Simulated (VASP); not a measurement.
## ScF3: single point with LDA

The system is ScF3.

```
Sc F
1.0
     4.17295    0.00000    0.00000
     0.00000    4.17295    0.00000
     0.00000    0.00000    3.85195
Sc F
1 3
Direct
  0.00000 0.00000 0.00000
  0.50000 0.00000 0.00000
  0.00000 0.50000 0.00000
  0.00000 0.00000 0.50000
```

This cell differs from its parent crystal: strain +0.040 along x and y, -0.040 along z.

```
Program             : VASP 6.6.1
Task                : single point
Functional          : LDA
Potentials or basis : VASP PAW LDA potentials, release 64 (Sc_sv, F)
Cutoff              : 520 eV
k mesh              : 6 × 6 × 6
Occupations         : gaussian, width 0.05 eV
Spin                : no spin polarisation
```

* Pressure: -4.3 GPa
* Band gap on the k mesh: 5.71 eV, indirect (least direct gap 6.17 eV)

Stress tensor (GPa, compression positive):
```
-10.63   0.00   0.00
  0.00 -10.63   0.00
  0.00   0.00   8.29
```

Levels at points of the mesh, in eV from the valence-band top:
```csv
k point,band 12,band 13,band 14,band 15,band 16,band 17,band 18,band 19,band 20,band 21
"(0.00, 0.00, 0.00)",-1.12,-0.62,-0.50,-0.50,-0.46,5.71,5.71,5.75,7.01,7.11
"(0.50, 0.00, 0.00)",-1.05,-0.99,-0.94,-0.78,-0.54,5.74,6.44,6.48,7.36,8.63
"(0.50, 0.50, 0.00)",-1.89,-1.89,-0.92,-0.92,-0.01,6.46,6.46,7.04,8.39,9.56
"(0.00, 0.00, 0.50)",-1.54,-1.15,-0.66,-0.48,-0.48,5.81,6.87,6.87,7.16,8.58
"(0.50, 0.00, 0.50)",-1.38,-0.95,-0.88,-0.80,-0.31,6.54,6.90,7.37,7.78,10.28
"(0.50, 0.50, 0.50)",-2.71,-1.91,-0.30,-0.30,0.00,7.10,7.40,7.40,9.57,10.53
```

It took 26 s on 1 thread of Intel(R) Xeon(R) 6975P-C (Granite Rapids) (shared host), peak memory 0.18 GiB.

Caveat: the cell differs from its parent crystal (strain +0.040 along x and y, -0.040 along z). A k mesh can miss the band edges.
